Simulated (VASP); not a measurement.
# As (P-1) in VASP: settings compared

As is run at these levels: PBE, LDA; tasks: single point.

Everything below comes from runs of VASP 6.6.1. Logs are shortened: lines on timing, memory, paths and dates and some standing lists are left out, and cuts for length are marked.

## (1) The cell of the first run

The typed cell holds 1 atom: a = 2.710 Å, b = 2.730 Å, c = 2.672 Å, α = 88.59°, β = 90.51°, γ = 90.74°.

## (2) Single point, PBE

The input, INCAR:

```
  ALGO = Normal
  EDIFF = 1E-6
  ENCUT = 520
  GGA = PE
  ISIF = 2
  ISMEAR = 1
  LASPH = T
  LCHARG = F
  LREAL = F
  LWAVE = F
  NBANDS = 8
  NELM = 60
  PREC = Accurate
  SIGMA = 0.05
```

The input, KPOINTS:

```
k-points
0
Gamma
  7 7 7
```

The input, POSCAR:

```
As
1.0
    2.7100410000     -0.0173790000     -0.0118580000
   -0.0173790000      2.7297000000      0.0332640000
   -0.0118580000      0.0332640000      2.6721930000
As
1
Direct
    0.4843510000      0.5055250000      0.4963750000
```

Potentials or basis: VASP PAW PBE potentials, release 64 (As).

Run with:

```
> cat potpaw_PBE.64/As/POTCAR > POTCAR
> mpirun -np 1 vasp_std > vasp.out
```

OUTCAR:

```text
EDIFF = 1E-6
   ENCUT = 520
   GGA = PE
   ISIF = 2
   ISMEAR = 1
   LASPH = T
   LREAL = F
   NELM = 60
   PREC = Accurate

 ion  position               nearest neighbor table
   1  0.484  0.506  0.496-

  LATTYP: Found a triclinic cell.
 ALAT       =     2.7299579875
 B/A-ratio  =     1.3820344370
 C/A-ratio  =     0.9927342026
 COS(alpha) =     0.0029859213
 COS(beta)  =     0.0128311730
 COS(gamma) =     0.7061052128

  Lattice vectors:

 A1 = (  -0.0173790000,   2.7297000000,   0.0332640000)
 A2 = (  -0.0055210000,   2.6964360000,  -2.6389290000)
 A3 = (  -2.7100410000,   0.0173790000,   0.0118580000)

Analysis of symmetry for initial positions (statically):
=====================================================================
 Subroutine PRICEL returns:
 Original cell was already a primitive cell.

 Routine SETGRP: Setting up the symmetry group for a
 triclinic supercell.

 Subroutine GETGRP returns: Found  2 space group operations
 (whereof  1 operations were pure point group operations)
 out of a pool of  2 trial point group operations.

The static configuration has the point symmetry C_1 .
 The point group associated with its full space group is S_2 .

Analysis of symmetry for dynamics (positions and initial velocities):
=====================================================================
 Subroutine PRICEL returns:
 Original cell was already a primitive cell.

 Routine SETGRP: Setting up the symmetry group for a
 triclinic supercell.

 Subroutine GETGRP returns: Found  2 space group operations
 (whereof  1 operations were pure point group operations)
 out of a pool of  2 trial point group operations.

The dynamic configuration has the point symmetry C_1 .
 The point group associated with its full space group is S_2 .

 Subroutine INISYM returns: Found  2 space group operations
 (whereof  1 operations are pure point group operations),
 and found     1 'primitive' translations

----------------------------------------------------------------------------------------

                                     Primitive cell

  volume of cell :      19.7636

  direct lattice vectors                    reciprocal lattice vectors
     2.710041000 -0.017379000 -0.011858000     0.369020086  0.002329814  0.001608544
    -0.017379000  2.729700000  0.033264000     0.002329814  0.366410913 -0.004550819
    -0.011858000  0.033264000  2.672193000     0.001608544 -0.004550819  0.374288254

  length of vectors
     2.710122666  2.729957987  2.672426339     0.369030947  0.366446579  0.374319375

  position of ions in fractional coordinates (direct lattice)
     0.484351000  0.505525000  0.496375000

  ion indices of the primitive-cell ions
   primitive index   ion index
                 1           1

----------------------------------------------------------------------------------------

 KPOINTS: k-points

Automatic generation of k-mesh.
 Grid dimensions read from file:
 generate k-points for:    7    7    7

 Generating k-lattice:

  Cartesian coordinates                     Fractional coordinates (reciprocal lattice)
     0.052717155  0.000332831  0.000229792     0.142857143  0.000000000  0.000000000
     0.000332831  0.052344416 -0.000650117     0.000000000  0.142857143 -0.000000000
     0.000229792 -0.000650117  0.053469751     0.000000000 -0.000000000  0.142857143

  Length of vectors
     0.052718707  0.052349511  0.053474196

  Shift w.r.t. Gamma in fractional coordinates (k-lattice)
     0.000000000  0.000000000  0.000000000

 Subroutine IBZKPT returns following result:
 ===========================================

 Found    172 irreducible k-points:

 Following reciprocal coordinates:
            Coordinates               Weight
  0.000000  0.000000  0.000000      1.000000
  0.142857  0.000000 -0.000000      2.000000
  0.285714  0.000000  0.000000      2.000000
  0.428571  0.000000  0.000000      2.000000
  0.000000  0.142857  0.000000      2.000000
  0.142857  0.142857 -0.000000      2.000000
[... 16 lines left out ...]
 -0.428571  0.428571  0.000000      2.000000
 -0.285714  0.428571  0.000000      2.000000
 [... further k-points ...]
   k-points           NKPTS =    172   k-points in BZ     NKDIM =    172   number of bands    NBANDS=      8
   number of dos      NEDOS =    301   number of ions     NIONS =      1
   total plane-waves  NPLWV =   8000
   dimension x,y,z NGX =    20 NGY =   20 NGZ =   20
   dimension x,y,z NGXF=    40 NGYF=   40 NGZF=   40
   ions per type =               1
   NGX,Y,Z   is equivalent  to a cutoff of  12.27, 12.18, 12.44 a.u.
   NGXF,Y,Z  is equivalent  to a cutoff of  24.54, 24.36, 24.88 a.u.
 SYSTEM =  unknown system
   PREC   = accura    normal or accurate (medium, high low for compatibility)
   ISTART =      0    job   : 0-new  1-cont  2-samecut
   ICHARG =      2    charge: 1-file 2-atom 10-const
   ISPIN  =      1    spin polarized calculation?
   LNONCOLLINEAR =      F non collinear calculations
   LSORBIT =      F    spin-orbit coupling
   LASPH  =      T    aspherical Exc in radial PAW
   ENCUT  =  520.0 eV  38.22 Ry    6.18 a.u.   5.04  5.08  4.97*2*pi/ulx,y,z
   NELM   =     60;   NELMIN=  2; NELMDL= -5     # of ELM steps
   EDIFF  = 0.1E-05   stopping-criterion for ELM
   LREAL  =      F    real-space projection
[... 7 lines left out ...]
   TEBEG  =    0.0;   TEEND  =   0.0 temperature during run
   PSTRESS=    0.0 pullay stress
   NELECT =       5.0000    total number of electrons
   NUPDOWN=      -1.0000    fix difference up-down
   EMIN   =  10.00;   EMAX   =-10.00  energy-range for DOS
   EFERMI =   0.00;   METHOD = LEGACY
   ISMEAR =     1;   SIGMA  =   0.05  broadening in eV -4-tet -1-fermi 0-gaus
   EFERMI_NEDOS =   21; number of points for ismear=-14 and -15
   IALGO  =     38    algorithm
   IMIX   =      4    mixing-type and parameters
     AMIX     =   0.40;   BMIX     =  1.00
     AMIX_MAG =   1.60;   BMIX_MAG =  1.00
  volume/ion in A,a.u.               =      19.76       133.37
  Fermi-wavevector in a.u.,A,eV,Ry     =   1.035403  1.956627 14.586240  1.072058
  Thomas-Fermi vector in A             =   2.169744
   LORBIT       =      0    0 simple, 1 ext, 2 COOP (PROOUT), +10 PAW based schemes
   GGA     = PE    functional components
   LHFCALC =     F    Hartree Fock is set to
   AEXX    =    0.0000 exact exchange contribution
   IVDW    =     0    specifies the selected vdW correction
   LEPSILON=     F    determine dielectric tensor
   LRPA    =     F    only Hartree local field effects (RPA)
 non-spin polarized calculation
 Methfessel and Paxton  Order N= 1 SIGMA  =   0.05
  energy-cutoff  :      520.00
  volume of cell :       19.76
 maximum number of plane-waves:       541
   NGX = 11   NGY = 11   NGZ =  9

 number of electron       5.0000000 magnetization

 Free energy of the ion-electron system (eV)
  ---------------------------------------------------
  ext. energy  EPLUGINS =         0.00000000
  ---------------------------------------------------
  free energy    TOTEN  =        -4.58395586 eV

  energy without entropy =       -4.58392229  energy(sigma->0) =       -4.58394467

 E-fermi :   5.7651     XC(G=0): -10.4318

 val. band max:        5.7578865899   @ k =   0.2857   0.4286   0.2857
 cond. band min:       5.8145428206   @ k =  -0.2857  -0.2857   0.4286
 fundamental gap:      0.0566562306
 Fermi energy:         5.7651426364

 k-point     1 :       0.0000    0.0000    0.0000
  band No.  band energies     occupation
      1      -9.0434      2.00000
      2       9.7590      0.00000
      3      10.0140      0.00000
      4      10.5279      0.00000
      5      14.2787      0.00000
      6      14.5472      0.00000
      7      16.5594      0.00000
      8      30.4768      0.00000

 k-point     2 :       0.1429    0.0000   -0.0000
  band No.  band energies     occupation
      1      -8.6722      2.00000
      2       6.6697     -0.00000
      3      10.0869      0.00000
      4      10.8487      0.00000
      5      14.7223      0.00000
      6      16.1697      0.00000
      7      19.1387      0.00000
      8      26.8239      0.00000

 k-point     3 :       0.2857    0.0000    0.0000
  band No.  band energies     occupation
      1      -7.6119      2.00000
      2       2.5112      2.00000
      3      10.9465      0.00000
      4      11.7081      0.00000
      5      15.6697      0.00000
      6      17.4114      0.00000
      7      23.0206      0.00000
      8      23.5900      0.00000

 k-point     4 :       0.4286    0.0000    0.0000
  band No.  band energies     occupation
      1      -6.2398      2.00000
      2      -0.4858      2.00000
      3      11.8662      0.00000
      4      12.6266      0.00000
      5      16.8388      0.00000
      6      19.2157      0.00000
      7      20.6809      0.00000
      8      21.4172      0.00000

 k-point     5 :       0.0000    0.1429    0.0000
  band No.  band energies     occupation
      1      -8.6809      2.00000
      2       6.5080     -0.00000
      3      10.3228      0.00000
      4      10.8295      0.00000
      5      14.8371      0.00000
      6      16.2512      0.00000
      7      18.8580      0.00000
      8      26.9251      0.00000
[... 177 lines left out ...]
 k-point    22 :       0.4286    0.4286   -0.0000
  band No.  band energies     occupation
      1      -3.4452      2.00000
      2       1.7482      2.00000
      3       2.0826      2.00000
      4       9.2737      0.00000
      5      14.5308      0.00000
      6      21.5776      0.00000
      7      23.6942      0.00000
      8      23.8005      0.00000

 k-point    23 :      -0.4286    0.4286    0.0000
  band No.  band energies     occupation
      1      -3.4811      2.00000
      2       1.9097      2.00000
      3       2.0198      2.00000
      4       9.1920      0.00000
      5      14.5159      0.00000
      6      21.5000      0.00000
      7      23.6986      0.00000
      8      23.9806      0.00000

 k-point    24 :      -0.2857    0.4286    0.0000
  band No.  band energies     occupation
      1      -4.9073      2.00000
      2       0.8726      2.00000
      3       4.9747      2.00000
      4      11.8553      0.00000
      5      13.6485      0.00000
      6      19.8963      0.00000
      7      22.7279      0.00000
      8      23.7776      0.00000

 [... further k-points ...]

------------------------ aborting loop because EDIFF is reached ----------------------------------------

  FORCE on cell =-STRESS in cart. coord.  units (eV):
  Direction    XX          YY          ZZ          XY          YZ          ZX
  --------------------------------------------------------------------------------------
  -------------------------------------------------------------------------------------
  Total        0.2861116     -0.0532921      0.8019795      0.0643492     -0.0338697     -0.0307612
  in kB       23.1941861     -4.3202295     65.0140167      5.2165943     -2.7457120     -2.4937187
  external PRESSURE =      27.9626578 kB  Pullay stress =       0.0000000 kB

 VOLUME and BASIS-vectors are now :
 -----------------------------------------------------------------------------
  energy-cutoff  :      520.00
  volume of cell :       19.76
      direct lattice vectors                 reciprocal lattice vectors
     2.710041000 -0.017379000 -0.011858000     0.369020086  0.002329814  0.001608544
    -0.017379000  2.729700000  0.033264000     0.002329814  0.366410913 -0.004550819
    -0.011858000  0.033264000  2.672193000     0.001608544 -0.004550819  0.374288254

 POSITION                                       TOTAL-FORCE (eV/Angst)
 -----------------------------------------------------------------------------------
      1.29794      1.38803      1.33748        -0.000000      0.000000      0.000000
 -----------------------------------------------------------------------------------
    total drift:                                0.000002      0.000002     -0.000003

  FREE ENERGIE OF THE ION-ELECTRON SYSTEM (eV)
  ---------------------------------------------------
  free  energy   TOTEN  =        -4.5839558563 eV

  energy  without entropy=       -4.5839222867  energy(sigma->0) =       -4.58394467
```

Run time: 27 s. Hardware: 1 thread of Intel Xeon 8259CL, shared host; peak memory 0.14 GiB.

What came out:

```yaml
Free_energy: -4.5840 eV
Pressure: 2.8 GPa
Band_gap_on_the_k_mesh: zero (an odd number of electrons rules out a gap without spin polarisation)
```

Stress tensor (GPa, compression positive):
```
 2.32  0.52 -0.25
 0.52 -0.43 -0.27
-0.25 -0.27  6.50
```

Levels at points of the mesh, in eV from the Fermi level:
```csv
k point,band 1,band 2,band 3,band 4,band 5,band 6
"(0.00, 0.00, 0.00)",-14.81,3.99,4.25,4.76,8.51,8.78
```

Caveat: the stress differs along the axes, from -0 to 7 GPa.

## (3) Single point, LDA

The input, INCAR:

```
SYSTEM = As
  ALGO = Normal
  EDIFF = 1E-7
  ENCUT = 520
  GGA = CA
  ISIF = 2
  ISMEAR = 0
  LASPH = .TRUE.
  LCHARG = .FALSE.
  LREAL = .FALSE.
  LWAVE = .FALSE.
  NBANDS = 8
  NELM = 100
  PREC = Accurate
  SIGMA = 0.05
```

The input, KPOINTS:

```
k-points
0
G
  9 9 9
  0 0 0
```

POSCAR is that of step 2.

Potentials or basis: VASP PAW LDA potentials, release 64 (As).

Run with:

```
> cat potpaw_LDA.64/As/POTCAR > POTCAR
> mpirun -np 1 vasp_std > vasp.out
```

Wall time 54 s (1 thread of Intel Xeon 8259CL, shared host); peak memory 0.16 GiB.

Results (log left out):

```yaml
Free_energy: -5.3150 eV
Pressure: -3.2 GPa
Band_gap_on_the_k_mesh: zero (an odd number of electrons rules out a gap without spin polarisation)
```

Stress tensor (GPa, compression positive):
```
-3.70  0.10  0.18
 0.10 -4.16 -0.20
 0.18 -0.20 -1.65
```

Levels at points of the mesh, in eV from the Fermi level:
```
           k point  band 1  band 2  band 3  band 4  band 5  band 6
(0.00, 0.00, 0.00)  -15.15    3.61    3.86    4.36    8.27    8.53
```

Caveat: the cell stands under tension.

The gap in the log of VASP goes by the Fermi energy; the results here count the filled bands.